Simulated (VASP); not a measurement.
# TiCo (Pm-3m) in VASP: further runs

Aim: see how the results for TiCo move with the level of theory and the settings. Levels: LDA, RPBE+D3(BJ), BLYP+D3(BJ), PBE. Tasks: relaxation of cell and atoms, single point.

Everything below comes from runs of VASP 6.6.1. Logs are shortened: lines on timing, memory, paths and dates and some standing lists are left out, and cuts for length are marked.

## (1) The cell of the first run

Symmetry: Pm-3m, No. 221, cubic system. The conventional cell has a = 2.935 Å, b = 2.935 Å, c = 2.935 Å, α = 90.00°, β = 90.00°, γ = 90.00°. Co (site symmetry m-3m) has 8 Ti at 2.54 Å and 6 Co at 2.94 Å within 3.4 Å. Within 3.4 Å of Ti (site symmetry m-3m) lie 8 Co at 2.54 Å and 6 Ti at 2.94 Å.

## (2) Relaxation of cell and atoms, LDA, collinear spin, ferromagnetic start (12.65 Å³/atom)

POSCAR reads:

```
TiCo
1.0
    2.9354891599      0.0000000000      0.0000000000
    0.0000000000      2.9354891599      0.0000000000
    0.0000000000      0.0000000000      2.9354891599
Co Ti
1 1
Direct
    0.5000000000      0.5000000000      0.5000000000
    0.0000000000      0.0000000000      0.0000000000
```

INCAR.step1 reads:

```
SYSTEM = TiCo
GGA = CA
ISPIN = 2
MAGMOM = 2 1
LORBIT = 11
ISMEAR = 0
SIGMA = 0.04
LWAVE = .FALSE.
LCHARG = .FALSE.
NSW = 80
PREC = Accurate
LASPH = .TRUE.
LREAL = .FALSE.
ALGO = Normal
EDIFF = 1E-7
NELM = 200
GGA_COMPAT = .FALSE.
IBRION = 2
ISIF = 3
EDIFFG = -0.002
NELMIN = 4
ENCUT = 720
LMAXMIX = 4
KPAR = 8
POTIM = 0.5
```

INCAR.step4 reads:

```
SYSTEM = TiCo
GGA = CA
ISPIN = 2
MAGMOM = 2 1
LORBIT = 11
ISMEAR = 0
SIGMA = 0.04
LWAVE = .FALSE.
LCHARG = .FALSE.
PREC = Accurate
LASPH = .TRUE.
LREAL = .FALSE.
ALGO = Normal
EDIFF = 1E-7
NELM = 200
GGA_COMPAT = .FALSE.
ISIF = 2
ENCUT = 720
LMAXMIX = 4
KPAR = 8
```

KPOINTS reads:

```
Automatic mesh
0
Gamma
  12 12 12
  0 0 0
```

Potentials or basis: VASP PAW LDA potentials, release 64 (Co, Ti_sv).

On the command line:

```sh
> cat potpaw_LDA.64/Co/POTCAR potpaw_LDA.64/Ti_sv/POTCAR > POTCAR
> cp INCAR.step1 INCAR
> cp POSCAR.step1 POSCAR
> mpirun -np 8 vasp_std > vasp.out
> cp CONTCAR POSCAR
> mpirun -np 8 vasp_std > vasp.out
> cp CONTCAR POSCAR
> mpirun -np 8 vasp_std > vasp.out
> cp CONTCAR POSCAR
> cp INCAR.step4 INCAR
> mpirun -np 8 vasp_std > vasp.out
```

OUTCAR:

```text
SYSTEM = TiCo
   GGA = CA
   ISPIN = 2
   LORBIT = 11
   ISMEAR = 0
   PREC = Accurate
   LASPH = .TRUE.
   LREAL = .FALSE.
   EDIFF = 1E-7
   NELM = 200
   ISIF = 2
   ENCUT = 720

 ion  position               nearest neighbor table
   1  0.500  0.500  0.500-   2 2.51   2 2.51   2 2.51   2 2.51   2 2.51   2 2.51   2 2.51   2 2.51

   2  0.000  0.000  0.000-   1 2.51   1 2.51   1 2.51   1 2.51   1 2.51   1 2.51   1 2.51   1 2.51

  LATTYP: Found a simple cubic cell.
 ALAT       =     2.8993957723

  Lattice vectors:

 A1 = (   2.8993957723,   0.0000000000,   0.0000000000)
 A2 = (   0.0000000000,   2.8993957723,   0.0000000000)
 A3 = (   0.0000000000,   0.0000000000,   2.8993957723)

Analysis of symmetry for initial positions (statically):
=====================================================================
 Subroutine PRICEL returns:
 Original cell was already a primitive cell.

 Routine SETGRP: Setting up the symmetry group for a
 simple cubic supercell.

 Subroutine GETGRP returns: Found 48 space group operations
 (whereof 48 operations were pure point group operations)
 out of a pool of 48 trial point group operations.

The static configuration has the point symmetry O_h .

Analysis of symmetry for dynamics (positions and initial velocities):
=====================================================================
 Subroutine PRICEL returns:
 Original cell was already a primitive cell.

 Routine SETGRP: Setting up the symmetry group for a
 simple cubic supercell.

 Subroutine GETGRP returns: Found 48 space group operations
 (whereof 48 operations were pure point group operations)
 out of a pool of 48 trial point group operations.

The dynamic configuration has the point symmetry O_h .

Analysis of structural, dynamic, and magnetic symmetry:
=====================================================================
 Subroutine PRICEL returns:
 Original cell was already a primitive cell.

 Routine SETGRP: Setting up the symmetry group for a
 simple cubic supercell.

 Subroutine GETGRP returns: Found 48 space group operations
 (whereof 48 operations were pure point group operations)
 out of a pool of 48 trial point group operations.

The overall configuration has the point symmetry O_h .

 Subroutine INISYM returns: Found 48 space group operations
 (whereof 48 operations are pure point group operations),
 and found     1 'primitive' translations

----------------------------------------------------------------------------------------

                                     Primitive cell

  volume of cell :      24.3738

  direct lattice vectors                    reciprocal lattice vectors
     2.899395772  0.000000000  0.000000000     0.344899448  0.000000000  0.000000000
     0.000000000  2.899395772  0.000000000     0.000000000  0.344899448  0.000000000
     0.000000000  0.000000000  2.899395772     0.000000000  0.000000000  0.344899448

  length of vectors
     2.899395772  2.899395772  2.899395772     0.344899448  0.344899448  0.344899448

  position of ions in fractional coordinates (direct lattice)
     0.500000000  0.500000000  0.500000000
     0.000000000  0.000000000  0.000000000

  ion indices of the primitive-cell ions
   primitive index   ion index
                 1           1
                 2           2

----------------------------------------------------------------------------------------

 KPOINTS: Automatic mesh

Automatic generation of k-mesh.
 Grid dimensions read from file:
 generate k-points for:   12   12   12

 Generating k-lattice:

  Cartesian coordinates                     Fractional coordinates (reciprocal lattice)
     0.028741621  0.000000000  0.000000000     0.083333333  0.000000000  0.000000000
     0.000000000  0.028741621  0.000000000     0.000000000  0.083333333  0.000000000
     0.000000000  0.000000000  0.028741621     0.000000000  0.000000000  0.083333333

  Length of vectors
     0.028741621  0.028741621  0.028741621

  Shift w.r.t. Gamma in fractional coordinates (k-lattice)
     0.000000000  0.000000000  0.000000000

 Subroutine IBZKPT returns following result:
 ===========================================

 Found     84 irreducible k-points:

 Following reciprocal coordinates:
            Coordinates               Weight
  0.000000  0.000000  0.000000      1.000000
  0.083333  0.000000  0.000000      6.000000
  0.166667  0.000000  0.000000      6.000000
  0.250000  0.000000  0.000000      6.000000
  0.333333  0.000000  0.000000      6.000000
  0.416667  0.000000  0.000000      6.000000
[... 16 lines left out ...]
  0.333333  0.333333  0.000000     12.000000
  0.416667  0.333333  0.000000     24.000000
 [... further k-points ...]
   k-points           NKPTS =     84   k-points in BZ     NKDIM =     84   number of bands    NBANDS=     16
   number of dos      NEDOS =    301   number of ions     NIONS =      2
   total plane-waves  NPLWV =  21952
   dimension x,y,z NGX =    28 NGY =   28 NGZ =   28
[... 34 lines left out ...]
   IMIX   =      4    mixing-type and parameters
     AMIX     =   0.40;   BMIX     =  1.00
     AMIX_MAG =   1.60;   BMIX_MAG =  1.00
  volume/ion in A,a.u.               =      12.19        82.24
  Fermi-wavevector in a.u.,A,eV,Ry     =   1.557783  2.943784 33.017113  2.426689
  Thomas-Fermi vector in A             =   2.661383
   LORBIT       =     11    0 simple, 1 ext, 2 COOP (PROOUT), +10 PAW based schemes
   GGA     = CA    functional components
   LHFCALC =     F    Hartree Fock is set to
   AEXX    =    0.0000 exact exchange contribution
   IVDW    =     0    specifies the selected vdW correction
   LEPSILON=     F    determine dielectric tensor
   LRPA    =     F    only Hartree local field effects (RPA)

   CSHIFT  =0.1000    complex shift for real part using Kramers Kronig

   OMEGAMAX=  -1.0    maximum frequency
 spin polarized calculation
 Gauss-broadening in eV      SIGMA  =   0.04
  energy-cutoff  :      720.00
  volume of cell :       24.37
 maximum number of plane-waves:      1085
 NGX is ok and might be reduce to    28
   NGX = 13   NGY = 13   NGZ = 13

 number of electron      21.0000005 magnetization       0.0250464

 number of electron      21.0000005 magnetization      -0.0017929

 Free energy of the ion-electron system (eV)
  ---------------------------------------------------
  ext. energy  EPLUGINS =         0.00000000
  ---------------------------------------------------
  free energy    TOTEN  =       -17.59500880 eV

  energy without entropy =      -17.59262396  energy(sigma->0) =      -17.59381638

 E-fermi :  10.8671     XC(G=0): -13.3655

 val. band max:       10.8628752860   @ k =   0.4167   0.3333   0.3333
 cond. band min:      10.8727196270   @ k =   0.5000   0.0833   0.0000
 fundamental gap:      0.0098443410
 Fermi energy:        10.8670864060

 spin component 1

 k-point     1 :       0.0000    0.0000    0.0000
  band No.  band energies     occupation
      1     -45.5120      1.00000
      2     -21.9528      1.00000
      3     -21.9528      1.00000
      4     -21.9528      1.00000
      5       2.8911      1.00000
      6       6.5901      1.00000
[... 8 lines left out ...]
     15      13.8757      0.00000
     16      20.4837      0.00000
[... 419 lines left out ...]
 k-point    24 :       0.4167    0.3333    0.0000
  band No.  band energies     occupation
      1     -45.4332      1.00000
      2     -22.2951      1.00000
      3     -22.2132      1.00000
      4     -21.8953      1.00000
      5       6.2172      1.00000
      6       6.9433      1.00000
[... 8 lines left out ...]
     15      13.6888      0.00000
     16      15.1329      0.00000

 [... further k-points ...]

 spin component 2

 k-point     1 :       0.0000    0.0000    0.0000
  band No.  band energies     occupation
      1     -45.5121      1.00000
      2     -21.9528      1.00000
      3     -21.9528      1.00000
      4     -21.9528      1.00000
      5       2.8911      1.00000
      6       6.5891      1.00000
[... 8 lines left out ...]
     15      13.8754      0.00000
     16      20.4836      0.00000
[... 419 lines left out ...]
 k-point    24 :       0.4167    0.3333    0.0000
  band No.  band energies     occupation
      1     -45.4333      1.00000
      2     -22.2952      1.00000
      3     -22.2133      1.00000
      4     -21.8954      1.00000
      5       6.2167      1.00000
      6       6.9427      1.00000
[... 8 lines left out ...]
     15      13.6884      0.00000
     16      15.1328      0.00000

 [... further k-points ...]

------------------------ aborting loop because EDIFF is reached ----------------------------------------

  FORCE on cell =-STRESS in cart. coord.  units (eV):
  Direction    XX          YY          ZZ          XY          YZ          ZX
  --------------------------------------------------------------------------------------
  -------------------------------------------------------------------------------------
  Total       -0.0018999     -0.0018999     -0.0018999     -0.0000000     -0.0000000      0.0000000
  in kB       -0.1248888     -0.1248888     -0.1248888     -0.0000000     -0.0000000      0.0000000
  external PRESSURE =      -0.1248888 kB  Pullay stress =       0.0000000 kB

 VOLUME and BASIS-vectors are now :
 -----------------------------------------------------------------------------
  energy-cutoff  :      720.00
  volume of cell :       24.37
      direct lattice vectors                 reciprocal lattice vectors
     2.899395772  0.000000000  0.000000000     0.344899448  0.000000000  0.000000000
     0.000000000  2.899395772  0.000000000     0.000000000  0.344899448  0.000000000
     0.000000000  0.000000000  2.899395772     0.000000000  0.000000000  0.344899448

 POSITION                                       TOTAL-FORCE (eV/Angst)
 -----------------------------------------------------------------------------------
      1.44970      1.44970      1.44970         0.000000      0.000000      0.000000
      0.00000      0.00000      0.00000         0.000000      0.000000      0.000000
 -----------------------------------------------------------------------------------
    total drift:                                0.000000      0.000000      0.000000

  FREE ENERGIE OF THE ION-ELECTRON SYSTEM (eV)
  ---------------------------------------------------
  free  energy   TOTEN  =       -17.5950088031 eV

  energy  without entropy=      -17.5926239597  energy(sigma->0) =      -17.59381638

 total charge

# of ion       s       p       d       tot
------------------------------------------
    1        0.561   0.488   7.426   8.475
    2        2.269   6.205   1.967  10.441
--------------------------------------------------
tot          2.830   6.693   9.392  18.916

 magnetization (x)

# of ion       s       p       d       tot
------------------------------------------
    1       -0.000   0.000  -0.002  -0.002
    2       -0.000   0.000  -0.000  -0.000
--------------------------------------------------
tot         -0.000   0.000  -0.002  -0.002
```

Run time: 2.1 min. Hardware: 8 MPI ranks of AMD EPYC 7R13 (Zen 3), shared host; peak memory 0.25 GiB.

Results:

```yaml
Free_energy: -17.5950 eV
Relaxed_volume: 12.19 Å³/atom
Relaxed_cell: a = 2.899 Å, b = 2.899 Å, c = 2.899 Å, α = 90.00°, β = 90.00°, γ = 90.00°
Space_group_after_relaxing_to_0.1_Å: Pm-3m (No. 221)
Energy_gained_by_relaxing: 10.6 meV/atom
Ionic_steps: 8
Pressure_after_relaxing: 0.0 GPa
Net_moment: 0.00 μB per cell
Valence_electrons_inside_the_program's_atomic_spheres: Co 8.47; Ti 10.44
```

Step by step:
```csv
step,energy change (eV),largest force (eV/Å),pressure (GPa),volume (Å³)
1,0.0000,0.0000,-7.12,25.30
2,0.0125,0.0000,10.47,23.29
3,-0.0214,0.0000,-0.05,24.38
4,-0.0214,0.0000,0.09,24.36
5,-0.0214,0.0000,-0.06,24.38
6,-0.0214,0.0000,-0.02,24.37
7,-0.0212,0.0000,-0.01,24.37
8,-0.0212,0.0000,-0.01,24.37
```

Final structure:
```
CELL_PARAMETERS angstrom
2.89940 0.00000 0.00000
0.00000 2.89940 0.00000
0.00000 0.00000 2.89940
ATOMIC_POSITIONS crystal
Co 0.50000 0.50000 0.50000
Ti 0.00000 0.00000 0.00000
```

## (3) Single point, RPBE+D3(BJ), collinear spin, ferromagnetic start

This run uses another cell than the first one, of 11.03 Å³/atom.

INCAR reads:

```
SYSTEM = TiCo
PREC = Accurate
ENCUT = 520
EDIFF = 1E-7
ISMEAR = -1
SIGMA = 0.05
LREAL = .FALSE.
LASPH = .TRUE.
NELM = 150
ALGO = Normal
ISIF = 2
LWAVE = .FALSE.
LCHARG = .TRUE.
ISPIN = 2
MAGMOM = 2 1
LORBIT = 11
LMAXMIX = 4
GGA = RP
IVDW = 12
LELF = .TRUE.
LVHAR = .TRUE.
NBANDS = 22
```

KPOINTS reads:

```
regular mesh
0
G
  9 9 9
  0 0 0
```

POSCAR reads:

```
TiCo
1.0
    2.8043965740      0.0000000000      0.0000000000
    0.0000000000      2.8043965740      0.0000000000
    0.0000000000      0.0000000000      2.8043965740
Co Ti
1 1
Direct
    0.5000000000      0.5000000000      0.5000000000
    0.0000000000      0.0000000000      0.0000000000
```

Potentials or basis: VASP PAW PBE potentials, release 64 (Co, Ti_sv).

On the command line:

```sh
> cat potpaw_PBE.64/Co/POTCAR potpaw_PBE.64/Ti_sv/POTCAR > POTCAR
> mpirun -np 1 vasp_std > vasp.out
```

It took 18 s on 1 thread of Intel Xeon 6975P-C (Granite Rapids), shared host; peak memory 0.17 GiB.

The run converged. Its results:

```
Free energy                                           : -21.3082 eV
Pressure                                              : -1.2 GPa
Net moment                                            : 0.50 μB per cell
Site moments                                          : Co +0.49; Ti +0.02 μB
Valence electrons inside the program's atomic spheres : Co 8.66; Ti 10.60
Dispersion energy per atom                            : -3.623 eV
```

Levels at points of the mesh, in eV from the Fermi level:
Spin up:
```tsv
k point	band 6	band 7	band 8	band 9	band 10	band 11	band 12	band 13	band 14	band 15
(0.00, 0.00, 0.00)	-5.12	-5.12	-2.10	-2.10	-2.10	0.72	0.72	3.34	3.34	3.34
```
Spin down:
| k point | band 7 | band 8 | band 9 | band 10 | band 11 | band 12 | band 13 | band 14 |
| --- | --- | --- | --- | --- | --- | --- | --- | --- |
| (0.00, 0.00, 0.00) | -4.78 | -1.81 | -1.81 | -1.81 | 1.06 | 1.06 | 3.43 | 3.43 |

Caveat: the PAW data sets were made with another functional, which shifts forces and pressure a little.

## (4) Single point, BLYP+D3(BJ), collinear spin, ferromagnetic start

This run uses another cell than the first one, of 12.43 Å³/atom.

INCAR reads:

```
SYSTEM = TiCo
PREC     = Accurate       ! precision mode
ENCUT    = 520            ! plane-wave cutoff, eV
EDIFF    = 1E-6           ! SCF threshold, eV
ISMEAR   = -1             ! smearing method
SIGMA    = 0.05           ! smearing width, eV
LREAL    = .False.        ! projectors in reciprocal space
LASPH    = .True.         ! aspherical terms in the spheres
NELM     = 150            ! most SCF steps
ALGO     = Normal         ! electronic algorithm
ISIF     = 2              ! what is computed and relaxed
LWAVE    = .False.        ! write WAVECAR
LCHARG   = .True.         ! write CHGCAR
ISPIN    = 2              ! spin polarisation
MAGMOM   = 2 1            ! initial moments
LORBIT   = 11             ! projections on sites
LMAXMIX  = 4              ! l up to which the mixer works
GGA      = B5             ! functional
ALDAX    = 1.0          
AGGAX    = 1.0          
AGGAC    = 1.0          
ALDAC    = 0.0          
IVDW     = 12             ! dispersion correction
VDW_S6   = 1.0          
VDW_S8   = 2.6996       
VDW_A1   = 0.4298       
VDW_A2   = 4.2359       
LELF     = .True.         ! ELF
LVHAR    = .True.       
NBANDS   = 22             ! bands
```

KPOINTS reads:

```
Automatic mesh
0
Gamma
  9 9 9
  0 0 0
```

POSCAR reads:

```
TiCo
1.0
    2.9183521698      0.0000000000      0.0000000000
    0.0000000000      2.9183521698      0.0000000000
    0.0000000000      0.0000000000      2.9183521698
Co Ti
1 1
Direct
    0.5000000000      0.5000000000      0.5000000000
    0.0000000000      0.0000000000      0.0000000000
```

On the command line:

```sh
> cat potpaw_PBE.64/Co/POTCAR potpaw_PBE.64/Ti_sv/POTCAR > POTCAR
> mpirun -np 1 vasp_std > vasp.out
```

Run time: 25 s. Hardware: 1 thread of Intel Xeon 6975P-C (Granite Rapids), shared host; peak memory 0.17 GiB.

The run converged. Its results:

| Quantity | Value |
| --- | --- |
| Free energy | -16.2520 eV |
| Pressure | -0.4 GPa |
| Net moment | 0.59 μB per cell |
| Site moments | Co +0.61; Ti +0.01 μB |
| Valence electrons inside the program's atomic spheres | Co 8.45; Ti 10.43 |
| Dispersion energy per atom | -1.351 eV |

Levels at points of the mesh, in eV from the Fermi level:
Spin up:
```tsv
k point	band 8	band 9	band 10	band 11	band 12	band 13
(0.00, 0.00, 0.00)	-1.90	-1.90	-1.90	0.57	0.57	2.76
```
Spin down:
```
           k point  band 7  band 8  band 9  band 10  band 11  band 12  band 13  band 14
(0.00, 0.00, 0.00)   -3.96   -1.57   -1.57    -1.57     0.95     0.95     2.85     2.85
```

Caveat: the PAW data sets were made with another functional, which shifts forces and pressure a little.

## (5) Single point, PBE, collinear spin, ferromagnetic start

This run uses another cell than the first one, of 13.31 Å³/atom.

INCAR reads:

```
PREC = Accurate
ENCUT = 520
EDIFF = 1E-6
ISMEAR = 0
SIGMA = 0.022
LREAL = False
LASPH = True
NELM = 150
ALGO = Normal
ISIF = 2
LWAVE = False
LCHARG = False
ISPIN = 2
MAGMOM = 2 1
LORBIT = 11
LMAXMIX = 4
GGA = PE
NBANDS = 22
```

KPOINTS reads:

```
regular mesh
0
Gamma
  9 9 9
```

POSCAR reads:

```
TiCo
1.0
    2.9861109900      0.0000000000      0.0000000000
    0.0000000000      2.9861109900      0.0000000000
    0.0000000000      0.0000000000      2.9861109900
Co Ti
1 1
Direct
    0.5000000000      0.5000000000      0.5000000000
    0.0000000000      0.0000000000      0.0000000000
```

On the command line:

```sh
> cat potpaw_PBE.64/Co/POTCAR potpaw_PBE.64/Ti_sv/POTCAR > POTCAR
> mpirun -np 1 vasp_std > vasp.out
```

Wall time 16 s (1 thread of Intel Xeon 6975P-C (Granite Rapids), shared host); peak memory 0.17 GiB.

Results (log left out):

| Item | Value |
| --- | --- |
| Free energy | -15.6749 eV |
| Pressure | -0.8 GPa |
| Net moment | 0.84 μB per cell |
| Site moments | Co +0.92; Ti -0.03 μB |
| Valence electrons inside the program's atomic spheres | Co 8.29; Ti 10.29 |

Levels at points of the mesh, in eV from the Fermi level:
Spin up:
```
           k point  band 7  band 8  band 9  band 10  band 11  band 12  band 13  band 14  band 15  band 16
(0.00, 0.00, 0.00)   -4.20   -1.90   -1.90    -1.90     0.46     0.46     2.64     2.64     2.64     8.89
```
Spin down:
```csv
k point,band 8,band 9,band 10,band 11,band 12,band 13
"(0.00, 0.00, 0.00)",-1.36,-1.36,-1.36,0.99,0.99,2.74
```

## (6) The runs side by side

| level | cell | smearing | gap on the mesh (eV) | pressure (GPa) | moment (μB) |
| --- | --- | --- | --- | --- | --- |
| RPBE+D3(BJ) | a = 2.804 Å, 2 atoms | fermi-dirac 0.05 eV | none | -1.2 | 0.50 |
| BLYP+D3(BJ) | a = 2.918 Å, 2 atoms | fermi-dirac 0.05 eV | none | -0.4 | 0.59 |
| PBE | a = 2.986 Å, 2 atoms | gaussian 0.022 eV | none | -0.8 | 0.84 |

Alike in all rows: task single point; potentials or basis VASP PAW PBE potentials, release 64 (Co, Ti_sv); spin collinear, ferromagnetic start; k mesh 9 × 9 × 9; cutoff (eV) 520.

Caveats: the PAW data sets were made with another functional, which shifts forces and pressure a little (at least some runs).

Total energies depend on the potentials used, so only differences within one code and one set of settings carry meaning.
